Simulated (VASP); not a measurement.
The system is Pr2B.

```
CELL_PARAMETERS angstrom
3.84589 0.00000 0.00000
0.00000 3.84589 0.00000
0.00000 0.00000 7.95021
ATOMIC_POSITIONS crystal
Pr 0.00000 0.00000 0.00000
Pr 0.50000 0.50000 0.00000
Pr 0.00000 0.50000 0.36786
Pr 0.50000 0.00000 0.63214
B 0.00000 0.50000 0.72619
B 0.50000 0.00000 0.27381
```

The cell was generated, and may not be a known phase.

```yaml
Program: VASP 6.6.1
Task: relaxation of cell and atoms
Functional: PBE
Potentials_or_basis: VASP PAW PBE potentials, release 64 (Pr_3, B), 4f in core
Cutoff: 500 eV
k_mesh: 4 × 4 × 2
Occupations: gaussian, width 0.2 eV
Spin: no spin polarisation
```

At the start: pressure 19.6 GPa; volume 19.60 Å³/atom.

Q: Where does the relaxation end?

A: Over 12 steps the energy falls by 429.9 meV/atom and the volume is 24.34 Å³/atom (+24.2 %); space group P4/nmm (No. 129, to 0.1 Å) before and after.

Step by step:
```csv
step,energy change (eV),largest force (eV/Å),pressure (GPa),volume (Å³)
1,0.0000,0.8060,19.61,117.59
2,-1.6260,0.1958,-5.91,162.81
3,-1.8390,0.2123,-1.72,147.94
4,-2.2170,0.4102,-0.79,145.44
5,-2.4022,0.4428,0.55,142.82
6,-2.0295,1.5342,5.07,136.39
7,-2.4224,0.5627,1.20,141.73
8,-2.4227,0.6006,1.41,141.40
9,-2.4880,0.5210,-0.19,145.75
10,-2.4984,0.4849,-1.05,148.44
11,-2.5609,0.2361,-0.47,147.17
12,-2.5792,0.0279,0.14,146.02
```

Final structure:
```xyz
6
Lattice="4.5354 0.0000 0.0000 0.0000 4.5354 0.0000 0.0000 0.0000 7.0986" Properties=species:S:1:pos:R:3 pbc="T T T"
Pr    0.0000    0.0000    7.0986
Pr    2.2677    2.2677    0.0000
Pr    4.5354    2.2677    2.7624
Pr    2.2677    0.0000    4.3361
B     0.0000    2.2677    5.3643
B     2.2677    0.0000    1.7343
```

Caveat: the k points lie up to 0.44 Å⁻¹ apart in the final cell, too coarse for converged energies and pressures of a metal; the volume moved by over 15 % at a fixed basis, so the end points are rough.
